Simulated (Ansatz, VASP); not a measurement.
Two plane-wave programs on Sb

```
Sb
1.0
     2.14594    1.23896    3.65075
    -2.14594    1.23896    3.65075
     0.00000   -2.47792    3.65075
Sb
2
Direct
  0.23629 0.23629 0.23629
  0.76371 0.76371 0.76371
```

Alike in both runs: functional LDA; k mesh 14 × 14 × 14; occupations fermi-dirac, width 0.08 eV; no spin polarisation.

Ansatz relaxed the structure, and its values are those at the end. VASP's run is a single point on that final structure, the one shown.

```csv
,VASP,Ansatz
version,VASP 6.6.1,Ansatz 0.2.0
potentials or method,"VASP PAW LDA potentials, release 64 (Sb)","PAW with Ansatz's default frozen-core files, scalar-relativistic"
plane-wave cutoff (eV),520,420
valence electrons in the cell,10,30
```

|  | VASP | Ansatz | Ansatz less VASP |
| --- | --- | --- | --- |
| pressure (GPa) | 0.3 | 0.0 | -0.30 |
| rms of the force components (eV/Å) | 0.035 | 0.001 | -0.0342 |

LDA's correlation is that of Perdew and Zunger in VASP and of Perdew and Wang (1992) in Ansatz. VASP's potentials hold 10 valence electrons a cell and Ansatz's 30, so a difference there can come from the potentials and not from the codes.

Spin-orbit coupling is off throughout.
